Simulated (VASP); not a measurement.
Sb, 1 atom in the cell. The cell holds a slab with vacuum, 1 atom: a = 3.388 Å, b = 3.388 Å, c = 16.000 Å, α = 90.00°, β = 90.00°, γ = 90.00°. 

- Program: VASP 6.6.1
- Task: single point
- Functional: PBE
- Potentials or basis: VASP PAW PBE potentials, release 64 (Sb)
- Cutoff: 520 eV
- k mesh: 10 × 10 × 1
- Occupations: fermi-dirac, width 0.05 eV
- Spin: no spin polarisation
- Dipole correction: yes
- Further INCAR settings: ALGO = Normal; EDIFF = 1e-06; NBANDS = 8

Potentials or basis: VASP PAW PBE potentials, release 64 (Sb).

Run with:

```bash
$ cat potpaw_PBE.64/Sb/POTCAR > POTCAR
$ mpirun -np 1 vasp_std > vasp.out
```

Hardware: 1 thread of AMD EPYC 7R43 64-Core Processor (Zen 3), with other jobs on the host.

Q: Estimate the wall time of this run.

A: Run time: 33 s on 1 thread of AMD EPYC 7R43 64-Core Processor (Zen 3), on a shared host, peak memory 0.25 GiB. Counts: scf iterations 16, k points 21.
